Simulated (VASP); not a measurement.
A run of VASP 6.6.1 is set up as follows.

File POSCAR:

```
LiH
1.0
    3.2548234142      0.0000000000      0.0000000000
   -1.6274117071      2.8187597615      0.0000000000
    0.0000000000      0.0000000000      4.0690682565
Li H
2 2
Direct
    0.3333333333      0.6666666667      0.2500000000
    0.6666666667      0.3333333333      0.7500000000
    0.6666666667      0.3333333333      0.2500000000
    0.3333333333      0.6666666667      0.7500000000
```

File INCAR.step1:

```
ALGO = Normal ; EDIFF = 1E-5
ENCUT = 520 ; GGA = PE
ISIF = 2 ; ISMEAR = 0
LASPH = T ; LREAL = F
LWAVE = T ; NBANDS = 12
NELM = 60 ; PREC = Accurate
SIGMA = 0.01
```

Contents of INCAR.step2:

```
AEXX = 0.75 ; ALGO = Normal
EDIFF = 1E-6 ; ENCUT = 520
GGA = PE ; HFSCREEN = 0.3
ISIF = 2 ; ISMEAR = 0
ISTART = 1 ; LASPH = T
LCHARG = T ; LELF = T
LHFCALC = T ; LREAL = F
LVHAR = T ; LWAVE = F
NBANDS = 12 ; NELM = 60
PREC = Accurate ; PRECFOCK = Normal
SIGMA = 0.01
```

The input KPOINTS:

```
k-points
0
Gamma
  6 6 4
```

Potentials or basis: VASP PAW PBE potentials, release 64 (Li_sv, H).

Command:

```bash
$ cat potpaw_PBE.64/Li_sv/POTCAR potpaw_PBE.64/H/POTCAR > POTCAR
$ cp INCAR.step1 INCAR
$ mpirun -np 1 vasp_std > vasp.out
$ cp INCAR.step2 INCAR
$ mpirun -np 1 vasp_std > vasp.out
```

(1) Estimate the band gap on the k mesh.

Answers

(1) 4.10 eV (least direct gap 5.53 eV).
